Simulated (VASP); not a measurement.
Si3Se2:

```
Si Se
1.0
     3.17631    1.83385    2.56499
    -3.17631    1.83385    2.56499
     0.00000   -3.66769    2.56499
Si Se
3 2
Direct
  0.00000 0.25000 0.75000
  0.75000 0.00000 0.25000
  0.25000 0.75000 0.00000
  0.26000 0.26000 0.26000
  0.74000 0.74000 0.74000
```

The cell was built from a structure type or drawn by symmetry, and may not be a known phase.

| Quantity | Value |
| --- | --- |
| Program | VASP 6.6.1 |
| Task | relaxation of cell and atoms |
| Functional | PBE |
| Potentials or basis | VASP PAW PBE potentials, release 64 (Si, Se) |
| Cutoff | 500 eV |
| k mesh | 4 × 4 × 4 |
| Occupations | gaussian, width 0.2 eV |
| Spin | no spin polarisation |

At the start: pressure 14.9 GPa; volume 17.93 Å³/atom.

How do energy, volume and symmetry change on relaxing?

Over 17 steps the energy falls by 354.1 meV/atom and the volume is 20.48 Å³/atom (+14.2 %); space group R32 (No. 155, to 0.1 Å) before and after.

Step by step:
```tsv
step	energy change (eV)	largest force (eV/Å)	pressure (GPa)	volume (Å³)
1	0.0000	1.4746	14.89	89.64
2	-0.8905	0.6259	-1.51	113.05
3	-0.8964	0.6817	-0.49	110.57
4	-0.8966	0.6713	-0.68	111.02
5	-1.0062	0.8412	-0.72	110.74
6	-1.4255	0.8412	-0.64	109.67
7	-1.1499	1.1320	5.10	106.53
8	-1.5689	0.4946	0.68	108.60
9	-1.5708	0.4576	0.44	108.73
10	-1.6413	0.3266	-0.81	110.26
11	-1.6467	0.2631	-1.19	110.79
12	-1.7308	0.1493	-1.31	107.62
13	-1.7497	0.1506	-1.19	105.64
14	-1.7546	0.1373	1.34	101.00
15	-1.7617	0.1426	0.19	102.97
16	-1.7676	0.0983	0.17	102.73
17	-1.7706	0.0392	0.20	102.40
```

Final structure:
```cif
data_structure
_symmetry_space_group_name_H-M 'P 1'
_symmetry_Int_Tables_number 1
_cell_length_a 4.6879
_cell_length_b 4.6879
_cell_length_c 4.6879
_cell_angle_alpha 86.299
_cell_angle_beta 86.299
_cell_angle_gamma 86.299
_cell_volume 102.40
loop_
_atom_site_label
_atom_site_type_symbol
_atom_site_fract_x
_atom_site_fract_y
_atom_site_fract_z
_atom_site_occupancy
Si1 Si 0.00000 0.23486 0.76514 1
Si2 Si 0.76514 0.00000 0.23486 1
Si3 Si 0.23486 0.76514 0.00000 1
Se1 Se 0.31330 0.31330 0.31330 1
Se2 Se 0.68670 0.68670 0.68670 1
```

Caveat: the relaxation stopped at a loose force limit of 0.08 eV/Å, so its end isn't a converged minimum.
